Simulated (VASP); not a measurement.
GaMo:

```
CELL_PARAMETERS angstrom
2.81653 0.00000 0.00000
0.00000 5.61959 0.00000
0.00000 0.00000 4.43121
ATOMIC_POSITIONS crystal
Ga 0.50000 0.00000 0.05039
Ga 0.00000 0.50000 0.94961
Mo 0.50000 0.00000 0.53361
Mo 0.00000 0.50000 0.46639
```

The cell was generated, and may not be a known phase.

```yaml
Program: VASP 6.6.1
Task: relaxation of cell and atoms
Functional: PBE
Potentials_or_basis: VASP PAW PBE potentials, release 64 (Ga_d, Mo_sv)
Cutoff: 600 eV
k_mesh: 7 × 4 × 5
Occupations: gaussian, width 0.2 eV
Spin: no spin polarisation
```

At the start: pressure 22.5 GPa; volume 17.53 Å³/atom.

Where does the relaxation end?

Over 35 steps the energy falls by 1619.9 meV/atom and the volume is 15.57 Å³/atom (-11.2 %); space group Pmmn (No. 59, to 0.1 Å) before, P4/nmm (No. 129, to 0.1 Å).

The path:
```
step  energy change (eV)  largest force (eV/Å)  pressure (GPa)  volume (Å³)
   1              0.0000                3.0689           22.45        70.14
   2             -2.2201                0.1444          -11.50        88.87
   3             -2.3266                0.2113          -12.26        87.70
   4             -2.4393                0.3033          -13.00        86.54
   5             -3.3108                1.1460          -12.09        79.40
   6             -3.0287                1.4010           -2.99        75.04
   7             -3.3485                1.2760          -10.69        78.40
   8             -3.3519                1.3246           -9.78        77.86
   9             -3.8432                0.7859            4.14        67.63
  10             -3.8673                0.8560            0.93        69.25
  11             -3.9807                0.6512            0.44        69.04
  12             -4.1035                1.3079            0.56        68.47
  13             -4.1924                2.9495            6.05        66.74
  14             -4.2177                2.9545            5.68        66.81
  15             -4.3033                2.9615            5.00        67.03
  16             -4.4869                2.9424            3.85        67.39
  17             -4.7587                3.5560            3.10        67.81
  18             -4.9071                4.4651            3.84        67.39
  19             -5.3196                2.7380           -2.21        68.54
  20             -5.3913                2.0129           -4.40        69.07
  21             -5.5861                1.8900           -3.63        68.07
  22             -6.0397                1.5594           -0.05        65.03
  23             -6.0059                1.3550           15.55        58.76
  24             -6.2263                1.2548            5.27        62.21
  25             -6.2289                1.2501            6.82        61.55
  26             -6.3572                0.6176           -0.10        63.18
  27             -6.3645                0.4755           -1.94        63.67
  28             -6.3987                0.4051           -1.25        63.23
  29             -6.4521                0.1190            1.07        61.92
  30             -6.4530                0.1356            1.66        61.67
  31             -6.4719                0.0740           -0.19        62.28
  32             -6.4733                0.1060           -0.87        62.50
  33             -6.4783                0.0930            0.58        62.07
  34             -6.4783                0.0816            0.41        62.10
  35             -6.4796                0.0395           -0.21        62.29
```

Final structure:
```
CELL_PARAMETERS angstrom
3.31549 0.00000 0.00000
0.00000 3.29952 0.00000
0.00000 0.00000 5.69433
ATOMIC_POSITIONS crystal
Ga 0.50000 0.00000 0.11951
Ga 0.00000 0.50000 0.88049
Mo 0.50000 0.00000 0.61670
Mo 0.00000 0.50000 0.38330
```

Caveat: a cell axis changed by over 15 % at a fixed basis, so the end point is rough; the relaxation stopped at a loose force limit of 0.08 eV/Å, so its end isn't a converged minimum.
